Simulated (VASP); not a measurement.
# CoO (F-43m) in VASP: further runs

The runs below take CoO through single point, with PBE.

Everything below comes from runs of VASP 6.6.1. Logs are shortened: lines on timing, memory, paths and dates and some standing lists are left out, and cuts for length are marked.

### Step 1. The cell of the first run

It takes space group F-43m (No. 216, cubic). Conventional cell: a = 4.687 Å, b = 4.687 Å, c = 4.687 Å, α = 90.00°, β = 90.00°, γ = 90.00°. Within 2.7 Å of Co (site symmetry -43m) lie 4 O at 2.03 Å. Within 2.7 Å of O (site symmetry -43m) lie 4 Co at 2.03 Å.

### Step 2. Single point, PBE

Contents of INCAR:

```
ALGO = Normal
EDIFF = 1E-6
ENCUT = 520
GGA = PE
ISIF = 2
ISMEAR = -1
LASPH = T
LCHARG = F
LREAL = F
LWAVE = F
NBANDS = 14
NELM = 80
PREC = Accurate
SIGMA = 0.05
```

Contents of KPOINTS:

```
k-points
0
Gamma
  10 10 10
```

Contents of POSCAR:

```
CoO
1.0
    0.0000000000      2.3436418400      2.3436418400
    2.3436418400      0.0000000000      2.3436418400
    2.3436418400      2.3436418400      0.0000000000
Co O
1 1
Direct
    0.0000000000      0.0000000000      0.0000000000
    0.2500000000      0.2500000000      0.2500000000
```

Potentials or basis: VASP PAW PBE potentials, release 64 (Co, O).

On the command line:

```
$ cat potpaw_PBE.64/Co/POTCAR potpaw_PBE.64/O/POTCAR > POTCAR
$ mpirun -np 1 vasp_std > vasp.out
```

OUTCAR:

```text
EDIFF = 1E-6
   ENCUT = 520
   GGA = PE
   ISIF = 2
   ISMEAR = -1
   LASPH = T
   LREAL = F
   NELM = 80
   PREC = Accurate

 ion  position               nearest neighbor table
   1  0.000  0.000  0.000-   2 2.03   2 2.03   2 2.03   2 2.03
   2  0.250  0.250  0.250-   1 2.03   1 2.03   1 2.03   1 2.03

  LATTYP: Found a face centered cubic cell.
 ALAT       =     4.6872836800

  Lattice vectors:

 A1 = (   0.0000000000,   2.3436418400,   2.3436418400)
 A2 = (   2.3436418400,   0.0000000000,   2.3436418400)
 A3 = (   2.3436418400,   2.3436418400,   0.0000000000)

Analysis of symmetry for initial positions (statically):
=====================================================================
 Subroutine PRICEL returns:
 Original cell was already a primitive cell.

 Routine SETGRP: Setting up the symmetry group for a
 face centered cubic supercell.

 Subroutine GETGRP returns: Found 24 space group operations
 (whereof 24 operations were pure point group operations)
 out of a pool of 48 trial point group operations.

The static configuration has the point symmetry T_d .

Analysis of symmetry for dynamics (positions and initial velocities):
=====================================================================
 Subroutine PRICEL returns:
 Original cell was already a primitive cell.

 Routine SETGRP: Setting up the symmetry group for a
 face centered cubic supercell.

 Subroutine GETGRP returns: Found 24 space group operations
 (whereof 24 operations were pure point group operations)
 out of a pool of 48 trial point group operations.

The dynamic configuration has the point symmetry T_d .

 Subroutine INISYM returns: Found 24 space group operations
 (whereof 24 operations are pure point group operations),
 and found     1 'primitive' translations

----------------------------------------------------------------------------------------

                                     Primitive cell

  volume of cell :      25.7456

  direct lattice vectors                    reciprocal lattice vectors
     0.000000000  2.343641840  2.343641840    -0.213343179  0.213343179  0.213343179
     2.343641840  0.000000000  2.343641840     0.213343179 -0.213343179  0.213343179
     2.343641840  2.343641840  0.000000000     0.213343179  0.213343179 -0.213343179

  length of vectors
     3.314410075  3.314410075  3.314410075     0.369521225  0.369521225  0.369521225

  position of ions in fractional coordinates (direct lattice)
     0.000000000  0.000000000  0.000000000
     0.250000000  0.250000000  0.250000000

  ion indices of the primitive-cell ions
   primitive index   ion index
                 1           1
                 2           2

----------------------------------------------------------------------------------------

 KPOINTS: k-points

Automatic generation of k-mesh.
 Grid dimensions read from file:
 generate k-points for:   10   10   10

 Generating k-lattice:

  Cartesian coordinates                     Fractional coordinates (reciprocal lattice)
    -0.021334318  0.021334318  0.021334318     0.100000000  0.000000000  0.000000000
     0.021334318 -0.021334318  0.021334318     0.000000000  0.100000000  0.000000000
     0.021334318  0.021334318 -0.021334318     0.000000000  0.000000000  0.100000000

  Length of vectors
     0.036952123  0.036952123  0.036952123

  Shift w.r.t. Gamma in fractional coordinates (k-lattice)
     0.000000000  0.000000000  0.000000000

 Subroutine IBZKPT returns following result:
 ===========================================

 Found     47 irreducible k-points:

 Following reciprocal coordinates:
            Coordinates               Weight
  0.000000  0.000000  0.000000      1.000000
  0.100000  0.000000  0.000000      8.000000
  0.200000  0.000000  0.000000      8.000000
  0.300000  0.000000  0.000000      8.000000
  0.400000  0.000000  0.000000      8.000000
  0.500000  0.000000  0.000000      4.000000
[... 16 lines left out ...]
  0.300000  0.300000  0.000000      6.000000
  0.400000  0.300000  0.000000     24.000000
 [... further k-points ...]
   k-points           NKPTS =     47   k-points in BZ     NKDIM =     47   number of bands    NBANDS=     14
   number of dos      NEDOS =    301   number of ions     NIONS =      2
   total plane-waves  NPLWV =  21952
   dimension x,y,z NGX =    28 NGY =   28 NGZ =   28
   dimension x,y,z NGXF=    56 NGYF=   56 NGZF=   56
   ions per type =               1   1
   NGX,Y,Z   is equivalent  to a cutoff of  14.04, 14.04, 14.04 a.u.
   NGXF,Y,Z  is equivalent  to a cutoff of  28.09, 28.09, 28.09 a.u.
 SYSTEM =  unknown system
   PREC   = accura    normal or accurate (medium, high low for compatibility)
   ISTART =      0    job   : 0-new  1-cont  2-samecut
   ICHARG =      2    charge: 1-file 2-atom 10-const
   ISPIN  =      1    spin polarized calculation?
   LNONCOLLINEAR =      F non collinear calculations
   LSORBIT =      F    spin-orbit coupling
   LASPH  =      T    aspherical Exc in radial PAW
   ENCUT  =  520.0 eV  38.22 Ry    6.18 a.u.   6.16  6.16  6.16*2*pi/ulx,y,z
   NELM   =     80;   NELMIN=  2; NELMDL= -5     # of ELM steps
   EDIFF  = 0.1E-05   stopping-criterion for ELM
   LREAL  =      F    real-space projection
   EDIFFG = 0.1E-04   stopping-criterion for IOM
   NSW    =      0    number of steps for IOM
   IBRION =     -1    ionic relax: 0-MD 1-quasi-New 2-CG
   NFREE  =      0    steps in history (QN), initial steepest desc. (CG)
   ISIF   =      2    stress and relaxation
   ISYM   =      2    0-nonsym 1-usesym 2-fastsym
   POTIM  = 0.5000    time-step for ionic-motion
   TEBEG  =    0.0;   TEEND  =   0.0 temperature during run
   PSTRESS=    0.0 pullay stress
   NELECT =      15.0000    total number of electrons
   NUPDOWN=      -1.0000    fix difference up-down
   EMIN   =  10.00;   EMAX   =-10.00  energy-range for DOS
   EFERMI =   0.00;   METHOD = LEGACY
   ISMEAR =    -1;   SIGMA  =   0.05  broadening in eV -4-tet -1-fermi 0-gaus
   EFERMI_NEDOS =   21; number of points for ismear=-14 and -15
   IALGO  =     38    algorithm
   IMIX   =      4    mixing-type and parameters
     AMIX     =   0.40;   BMIX     =  1.00
     AMIX_MAG =   1.60;   BMIX_MAG =  1.00
  volume/ion in A,a.u.               =      12.87        86.87
  Fermi-wavevector in a.u.,A,eV,Ry     =   1.367322  2.583863 25.437022  1.869568
  Thomas-Fermi vector in A             =   2.493384
   LORBIT       =      0    0 simple, 1 ext, 2 COOP (PROOUT), +10 PAW based schemes
   GGA     = PE    functional components
   LHFCALC =     F    Hartree Fock is set to
   AEXX    =    0.0000 exact exchange contribution
   IVDW    =     0    specifies the selected vdW correction
   LEPSILON=     F    determine dielectric tensor
   LRPA    =     F    only Hartree local field effects (RPA)
 non-spin polarized calculation
  energy-cutoff  :      520.00
  volume of cell :       25.75
 maximum number of plane-waves:       701
 NGX is ok and might be reduce to    28
   NGX = 13   NGY = 13   NGZ = 13

 number of electron      14.9999998 magnetization

 Free energy of the ion-electron system (eV)
  ---------------------------------------------------
  ext. energy  EPLUGINS =         0.00000000
  ---------------------------------------------------
  free energy    TOTEN  =       -12.64492758 eV

  energy without entropy =      -12.61332584  energy(sigma->0) =      -12.62912671

 E-fermi :   4.7354     XC(G=0): -10.6140

 val. band max:        4.7246634703   @ k =   0.4000   0.3000   0.0000
 cond. band min:       4.7584424198   @ k =  -0.4000   0.2000   0.1000
 fundamental gap:      0.0337789496
 Fermi energy:         4.7353709615

 k-point     1 :       0.0000    0.0000    0.0000
  band No.  band energies     occupation
      1     -14.7088      2.00000
      2      -0.3636      2.00000
      3      -0.3636      2.00000
      4      -0.3636      2.00000
      5       3.6895      2.00000
      6       3.6895      2.00000
      7       4.8550      0.16748
      8       5.7748      0.00000
      9       5.7748      0.00000
     10       5.7748      0.00000
     11      18.2673      0.00000
     12      18.2673      0.00000
     13      18.2673      0.00000
     14      24.1022      0.00000

 k-point     2 :       0.1000    0.0000    0.0000
  band No.  band energies     occupation
      1     -14.6652      2.00000
      2      -0.5410      2.00000
      3      -0.3395      2.00000
      4      -0.3395      2.00000
      5       3.6747      2.00000
      6       3.6747      2.00000
      7       5.0721      0.00238
      8       5.7314      0.00000
      9       5.7314      0.00000
     10       5.8031      0.00000
     11      17.3228      0.00000
     12      18.3392      0.00000
     13      18.3392      0.00000
     14      22.9488      0.00000

 k-point     3 :       0.2000    0.0000    0.0000
  band No.  band energies     occupation
      1     -14.5498      2.00000
      2      -0.9126      2.00000
      3      -0.2790      2.00000
      4      -0.2790      2.00000
      5       3.6565      2.00000
      6       3.6565      2.00000
      7       4.9196      0.04900
      8       5.6017      0.00000
      9       5.6017      0.00000
     10       6.5553      0.00000
     11      15.5135      0.00000
     12      18.4000      0.00000
     13      18.4000      0.00000
     14      22.1547      0.00000

 k-point     4 :       0.3000    0.0000    0.0000
  band No.  band energies     occupation
      1     -14.4047      2.00000
      2      -1.2480      2.00000
      3      -0.2109      2.00000
      4      -0.2109      2.00000
      5       3.6838      2.00000
      6       3.6838      2.00000
      7       4.4187      1.99645
      8       5.4010      0.00000
      9       5.4010      0.00000
     10       7.8361      0.00000
     11      13.7588      0.00000
     12      18.2300      0.00000
     13      18.2300      0.00000
     14      21.6366      0.00000

 k-point     5 :       0.4000    0.0000    0.0000
  band No.  band energies     occupation
      1     -14.2850      2.00000
      2      -1.4483      2.00000
      3      -0.1621      2.00000
      4      -0.1621      2.00000
      5       3.7638      2.00000
      6       3.7638      2.00000
      7       3.9703      2.00000
      8       5.1891      0.00023
      9       5.1891      0.00023
     10       9.1905      0.00000
     11      12.2748      0.00000
[... 276 lines left out ...]
 k-point    22 :      -0.2000    0.2000    0.0000
  band No.  band energies     occupation
      1     -14.3567      2.00000
      2      -1.1630      2.00000
      3      -0.3615      2.00000
      4      -0.1636      2.00000
      5       3.5431      2.00000
      6       3.7924      2.00000
      7       4.5179      1.97452
      8       4.7851      0.54022
      9       5.4684      0.00000
     10       8.3782      0.00000
     11      14.8492      0.00000
     12      15.1200      0.00000
     13      18.8774      0.00000
     14      21.9301      0.00000

 k-point    23 :       0.3000    0.3000    0.0000
  band No.  band energies     occupation
      1     -14.3097      2.00000
      2      -1.3642      2.00000
      3      -0.1073      2.00000
      4      -0.1073      2.00000
      5       3.2558      2.00000
      6       3.8737      2.00000
      7       4.8562      0.16383
      8       4.9096      0.05952
      9       4.9096      0.05952
     10       8.2236      0.00000
     11      15.2972      0.00000
     12      16.5185      0.00000
     13      17.8473      0.00000
     14      17.8473      0.00000

 k-point    24 :       0.4000    0.3000    0.0000
  band No.  band energies     occupation
      1     -14.2177      2.00000
      2      -1.4219      2.00000
      3      -0.0973      2.00000
      4      -0.0403      2.00000
      5       3.2420      2.00000
      6       3.9055      2.00000
      7       4.3437      1.99921
      8       4.7247      1.10667
      9       4.8351      0.23947
     10       9.1263      0.00000
     11      14.5544      0.00000
     12      15.6024      0.00000
     13      17.8987      0.00000
     14      18.4956      0.00000

 [... further k-points ...]
[... 5 lines left out ...]
  --------------------------------------------------------------------------------------
  -------------------------------------------------------------------------------------
  Total       -3.9266502     -3.9266502     -3.9266502      0.0000000      0.0000000     -0.0000000
  in kB     -244.3594157   -244.3594157   -244.3594157      0.0000000      0.0000000     -0.0000000
  external PRESSURE =    -244.3594157 kB  Pullay stress =       0.0000000 kB

 VOLUME and BASIS-vectors are now :
 -----------------------------------------------------------------------------
  energy-cutoff  :      520.00
  volume of cell :       25.75
      direct lattice vectors                 reciprocal lattice vectors
     0.000000000  2.343641840  2.343641840    -0.213343179  0.213343179  0.213343179
     2.343641840  0.000000000  2.343641840     0.213343179 -0.213343179  0.213343179
     2.343641840  2.343641840  0.000000000     0.213343179  0.213343179 -0.213343179

 POSITION                                       TOTAL-FORCE (eV/Angst)
 -----------------------------------------------------------------------------------
      0.00000      0.00000      0.00000        -0.000000     -0.000000     -0.000000
      1.17182      1.17182      1.17182         0.000000      0.000000      0.000000
 -----------------------------------------------------------------------------------
    total drift:                               -0.000000     -0.000000      0.000000

  FREE ENERGIE OF THE ION-ELECTRON SYSTEM (eV)
  ---------------------------------------------------
  free  energy   TOTEN  =       -12.6449275787 eV

  energy  without entropy=      -12.6133258431  energy(sigma->0) =      -12.62912671
```

Wall time 44 s (1 thread of AMD EPYC 7R13, shared host); peak memory 0.13 GiB.

Results:

| Item | Value |
| --- | --- |
| Free energy | -12.6449 eV |
| Pressure | -24.4 GPa |

Caveat: an odd number of electrons without spin polarisation forces a metal; a magnetic or distorted state may lie lower; the run has no spin polarisation, though such a crystal can be magnetic; semilocal functionals often make such compounds metallic where correlation or magnetic order opens a gap, which also shifts bond lengths.

(Part 1 of 2 ends here.)
